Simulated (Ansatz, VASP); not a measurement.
## Two plane-wave programs on CO2

File INCAR:

```
SYSTEM = CO2
ALGO     = Normal         ! electronic algorithm
EDIFF    = 1E-6           ! SCF threshold, eV
EDIFFG   = -0.005         ! ionic threshold
ENCUT    = 600            ! plane-wave cutoff, eV
GGA      = PE             ! functional
IBRION   = 2              ! ionic algorithm
ISIF     = 3              ! what is computed and relaxed
ISMEAR   = 0              ! smearing method
LASPH    = .True.         ! aspherical terms in the spheres
LCHARG   = .False.        ! write CHGCAR
LREAL    = .False.        ! projectors in reciprocal space
LWAVE    = .False.        ! write WAVECAR
NELM     = 100            ! most SCF steps
NSW      = 100            ! ionic steps
PREC     = Accurate       ! precision mode
SIGMA    = 0.02           ! smearing width, eV
```

KPOINTS

```
k-points
0
Gamma
  4 4 4
  0 0 0
```

POSCAR

```
CO2
1.0
    5.9784477763      0.0000000000      0.0000000000
    0.0000000000      5.9784477763      0.0000000000
    0.0000000000      0.0000000000      5.9784477763
C O
4 8
Direct
    0.0000000000      0.0000000000      0.0000000000
    0.5000000000      0.0000000000      0.5000000000
    0.5000000000      0.5000000000      0.0000000000
    0.0000000000      0.5000000000      0.5000000000
    0.1129251427      0.1129251427      0.1129251427
    0.3870748573      0.8870748573      0.6129251427
    0.6129251427      0.3870748573      0.8870748573
    0.8870748573      0.6129251427      0.3870748573
    0.8870748573      0.8870748573      0.8870748573
    0.6129251427      0.1129251427      0.3870748573
    0.3870748573      0.6129251427      0.1129251427
    0.1129251427      0.3870748573      0.6129251427
```

Input for Ansatz:

```yaml
crystal:
  lattice:
    - [5.9784477763, 0.0, 0.0]
    - [0.0, 5.9784477763, 0.0]
    - [0.0, 0.0, 5.9784477763]
  atoms:
    - { symbol: C, position: [0.0, 0.0, 0.0] }
    - { symbol: C, position: [0.5, 0.0, 0.5] }
    - { symbol: C, position: [0.5, 0.5, 0.0] }
    - { symbol: C, position: [0.0, 0.5, 0.5] }
    - { symbol: O, position: [0.1129251427, 0.1129251427, 0.1129251427] }
    - { symbol: O, position: [0.3870748573, 0.8870748573, 0.6129251427] }
    - { symbol: O, position: [0.6129251427, 0.3870748573, 0.8870748573] }
    - { symbol: O, position: [0.8870748573, 0.6129251427, 0.3870748573] }
    - { symbol: O, position: [0.8870748573, 0.8870748573, 0.8870748573] }
    - { symbol: O, position: [0.6129251427, 0.1129251427, 0.3870748573] }
    - { symbol: O, position: [0.3870748573, 0.6129251427, 0.1129251427] }
    - { symbol: O, position: [0.1129251427, 0.3870748573, 0.6129251427] }
basis:
  ecutwfc: 520.0
kpoints:
  mp_grid: { grid: [4, 4, 4] }
hamiltonian:
  xc: pbe
scf:
  occupations: { method: gaussian, width: 0.02 }
output:
  forces: true
  stress: true
  eigenvalues: true
  write_density: true
  write_potential: true
  elf: true
  volumetric_format: npy
relax:
  adjacent_minimum: "off"
  f_tol: 0.005
  max_steps: 80
  cell: { stress_tol: 0.05 }
```

Alike in both runs: task relaxation of cell and atoms; functional PBE; k mesh 4 × 4 × 4; occupations gaussian, width 0.02 eV; no spin polarisation.

```csv
,VASP,Ansatz
version,VASP 6.6.1,Ansatz 0.2.0
potentials or method,"VASP PAW PBE potentials, release 64 (C, O), cutoff 600 eV","scalar-relativistic, plane waves, PAW"
valence electrons in the cell,64,64
```

|  | VASP | Ansatz | Ansatz less VASP |
| --- | --- | --- | --- |
| gap on the k mesh at the Fermi level, each at its own relaxed structure (eV) | 6.63 | 6.64 | +0.004 |
| relaxed volume (Å³/atom) | 16.67 | 18.52 | +1.853 |
| relaxed cell length with the largest relative difference (Å) | 5.849 | 6.058 | +0.2091 |

One of these differences is far larger than is usual between the two programs; its cause wasn't traced.

Noted on VASP's run: the standard files for N, O and F lose accuracy on very short bonds.
